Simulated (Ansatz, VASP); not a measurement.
**Two plane-wave programs on RbV2**

Contents of INCAR:

```
ALGO = Normal
EDIFF = 1E-6
EDIFFG = -0.04
ENCUT = 600
GGA = PE
IBRION = 2
ISIF = 3
ISMEAR = 0
LASPH = True
LCHARG = False
LREAL = False
LWAVE = False
NELM = 60
NSW = 90
PREC = Accurate
SIGMA = 0.1
```

File KPOINTS:

```
k-points
0
Gamma
  6 6 4
```

Contents of POSCAR:

```
RbV2
1.0
    4.0620602503      0.0000000000      0.0000000000
   -2.0310301252      3.5178473685      0.0000000000
    0.0000000000      0.0000000000      4.3859454530
Rb V
1 2
Direct
    0.0000000000      0.0000000000      0.0000000000
    0.3333333333      0.6666666667      0.5000000000
    0.6666666667      0.3333333333      0.5000000000
```

Input for Ansatz:

```yaml
crystal:
  lattice:
    - [4.0620602503, 0.0, 0.0]
    - [-2.0310301252, 3.5178473685, 0.0]
    - [0.0, 0.0, 4.385945453]
  atoms:
    - { symbol: Rb, position: [0.0, 0.0, 0.0] }
    - { symbol: V, position: [0.3333333333, 0.6666666667, 0.5] }
    - { symbol: V, position: [0.6666666667, 0.3333333333, 0.5] }
basis:
  ecutwfc: 420
kpoints:
  mp_grid: { grid: [6, 6, 4] }
hamiltonian:
  xc: pbe
scf:
  occupations: { method: gaussian, width: 0.1 }
  lower_state_search: "off"
output:
  forces: true
  stress: true
  eigenvalues: true
relax:
  adjacent_minimum: "off"
  f_tol: 0.04
  max_steps: 70
  cell: { stress_tol: 0.4 }
```

Alike in both runs: task relaxation of cell and atoms; functional PBE; k mesh 6 × 6 × 4; occupations gaussian, width 0.1 eV; no spin polarisation.

|  | VASP | Ansatz |
| --- | --- | --- |
| version | VASP 6.6.1 | Ansatz 0.2.0 |
| potentials or method | VASP PAW PBE potentials, release 64 (Rb_sv, V_sv), cutoff 600 eV | scalar-relativistic, plane waves, PAW |
| valence electrons in the cell | 35 | 35 |

```tsv
	VASP	Ansatz	Ansatz less VASP
gap on the k mesh at the Fermi level, each at its own relaxed structure (eV)	none	none	-
relaxed volume (Å³/atom)	28.96	28.92	-0.036
relaxed cell length with the largest relative difference (Å)	6.456	6.503	+0.0465
```

A gap of «none» marks a metal or a gap that the smearing closes.

Noted on VASP's run: the volume moved by over 15 % at a fixed basis, so the end points are rough.
